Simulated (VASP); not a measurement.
Set up this calculation in VASP 6.6.1, as the native input.

| Item | Value |
| --- | --- |
| Task | single point |
| Functional | LDA |
| Potentials or basis | VASP PAW LDA potentials, release 64 (Si, O) |
| Cutoff | 520 eV |
| k mesh | 6 × 6 × 8 |
| Occupations | gaussian, width 0.05 eV |
| Spin | no spin polarisation |
| Dipole correction | no |
| Further INCAR settings | ALGO = Normal; EDIFF = 1e-07; NBANDS = 25 |

The structure of SiO2 lies in POSCAR:

```
SiO2
1.0
    4.0804000000      0.0000000000      0.0000000000
    0.0000000000      4.0804000000      0.0000000000
    0.0000000000      0.0000000000      2.7891000000
Si O
2 4
Direct
    0.5000000000      0.5000000000      0.5000000000
    0.0000000000      0.0000000000      0.0000000000
    0.6944252994      0.6944252994      0.0000000000
    0.1944252994      0.8055747006      0.5000000000
    0.3055747006      0.3055747006      0.0000000000
    0.8055747006      0.1944252994      0.5000000000
```

The input as run:

INCAR

```
SYSTEM = SiO2
PREC = Accurate ; ENCUT = 520
EDIFF = 1E-7 ; ISMEAR = 0
SIGMA = 0.05 ; LREAL = .False.
LASPH = .True. ; NELM = 60
ALGO = Normal ; ISIF = 2
LWAVE = .False. ; LCHARG = .True.
GGA = CA ; LELF = .True.
LVHAR = .True. ; NBANDS = 25
```

KPOINTS

```
regular mesh
0
Gamma
  6 6 8
  0 0 0
```

Potentials or basis: VASP PAW LDA potentials, release 64 (Si, O).

The run is started by

```bash
$ cat potpaw_LDA.64/Si/POTCAR potpaw_LDA.64/O/POTCAR > POTCAR
$ mpirun -np 1 vasp_std > vasp.out
```

Results of the run:

```json
{"Pressure": "-4.4 GPa", "Largest force": "0.298 eV/Å", "Band gap on the k mesh": "5.36 eV, direct"}
```

Run time: 38 s on 1 thread of Intel(R) Xeon(R) Platinum 8259CL CPU @ 2.50GHz (Skylake/Cascade Lake), on a shared host, peak memory 0.16 GiB.
